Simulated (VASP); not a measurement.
Crystal: KNb3O.

```
K Nb O
1.0
     4.06532    0.00000    0.00000
     0.00000    4.06532    0.00000
     0.00000    0.00000    6.90949
K Nb O
1 3 1
Direct
  0.50000 0.50000 0.50000
  0.50000 0.50000 0.00000
  0.00000 0.00000 0.85585
  0.00000 0.00000 0.14415
  0.00000 0.00000 0.50000
```

The cell was generated, and may not be a known phase.

- Program: VASP 6.6.1
- Task: relaxation of cell and atoms
- Functional: PBE
- Potentials or basis: VASP PAW PBE potentials, release 64 (K_sv, Nb_sv, O)
- Cutoff: 600 eV
- k mesh: 4 × 4 × 4
- Occupations: gaussian, width 0.1 eV
- Spin: no spin polarisation

At the start: pressure -5.3 GPa; volume 22.84 Å³/atom.

Question: Where does the relaxation end?

Answer: Over 9 steps the energy falls by 793.5 meV/atom and the volume is 17.99 Å³/atom (-21.2 %); space group P4/mmm (No. 123, to 0.1 Å) before and after.

The path:
```tsv
step	energy change (eV)	largest force (eV/Å)	pressure (GPa)	volume (Å³)
1	0.0000	8.4706	-5.32	114.19
2	-3.4834	0.2225	-10.23	101.71
3	-3.5799	0.9366	-9.09	99.82
4	-3.6094	1.5242	13.37	82.57
5	-3.8860	1.2340	0.44	90.38
6	-3.9613	0.2075	0.58	89.35
7	-3.9668	0.0633	0.41	89.57
8	-3.9674	0.0228	-0.28	90.12
9	-3.9675	0.0334	-0.10	89.97
```

Final structure:
```yaml
crystal:
  lattice:
    - [3.54636, 0.00000, 0.00000]
    - [0.00000, 3.54636, 0.00000]
    - [0.00000, 0.00000, 7.15366]
  atoms:
    - { symbol: K, position: [0.50000, 0.50000, 0.50000] }
    - { symbol: Nb, position: [0.50000, 0.50000, 0.00000] }
    - { symbol: Nb, position: [0.00000, 0.00000, 0.79389] }
    - { symbol: Nb, position: [0.00000, 0.00000, 0.20611] }
    - { symbol: O, position: [0.00000, 0.00000, 0.50000] }
```

Caveat: the k points lie up to 0.44 Å⁻¹ apart in the final cell, too coarse for converged energies and pressures of a metal; the volume moved by over 15 % at a fixed basis, so the end points are rough.
